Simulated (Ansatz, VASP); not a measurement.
**Two plane-wave programs on Se**

INCAR

```
SYSTEM = Se
PREC = Accurate
ENCUT = 520
EDIFF = 1E-6
ISMEAR = 0
SIGMA = 0.05
LREAL = .FALSE.
LASPH = .TRUE.
NELM = 100
ALGO = Normal
ISIF = 2
LWAVE = .FALSE.
LCHARG = .FALSE.
GGA = PE
IVDW = 12
NBANDS = 16
```

File KPOINTS:

```
regular mesh
0
G
  9 9 8
  0 0 0
```

File POSCAR:

```
Se
1.0
    4.3822301585      0.0000000000      0.0000000000
   -2.1911150793      3.7951226425      0.0000000000
    0.0000000000      0.0000000000      4.4190408919
Se
3
Direct
    0.2473450691      0.0000000000      0.3333333333
    0.0000000000      0.2473450691      0.6666666667
    0.7526549309      0.7526549309      0.0000000000
```

Input for Ansatz:

```yaml
crystal:
  lattice:
    - [4.3822301585, 0.0, 0.0]
    - [-2.1911150793, 3.7951226425, 0.0]
    - [0.0, 0.0, 4.4190408919]
  atoms:
    - { symbol: Se, position: [0.2473450691, 0.0, 0.3333333333] }
    - { symbol: Se, position: [0.0, 0.2473450691, 0.6666666667] }
    - { symbol: Se, position: [0.7526549309, 0.7526549309, 0.0] }
basis:
  ecutwfc: 420
kpoints:
  mp_grid: { grid: [9, 9, 8] }
hamiltonian:
  xc: pbe
  dispersion: d3bj
scf:
  occupations: { method: gaussian, width: 0.05 }
output:
  forces: true
  stress: true
  eigenvalues: true
```

Alike in both runs: task single point; functional PBE; dispersion D3(BJ); k mesh 9 × 9 × 8; occupations gaussian, width 0.05 eV; no spin polarisation.

```csv
,VASP,Ansatz
version,VASP 6.6.1,Ansatz 0.2.0
potentials or method,"VASP PAW PBE potentials, release 64 (Se), cutoff 520 eV","scalar-relativistic, plane waves, PAW"
valence electrons in the cell,18,48
```

Ansatz gave:

* gap on the k mesh at the Fermi level (eV): 0.04
* least direct gap on the mesh (eV): 1.20
* pressure (GPa): 3.5
* traceless stress, the component that is largest in VASP (GPa): 4.38
* rms of the force components (eV/Å): 0.159

What did VASP give for the same quantities?

gap on the k mesh at the Fermi level (eV): 0.04; least direct gap on the mesh (eV): 1.21; pressure (GPa): 3.7; traceless stress, the component that is largest in VASP (GPa): 4.39; rms of the force components (eV/Å): 0.178.

Atom by atom the forces differ by 0.019 eV/Å (rms over components). VASP's potentials hold 18 valence electrons a cell and Ansatz's 48, so a difference there can come from the potentials and not from the codes.
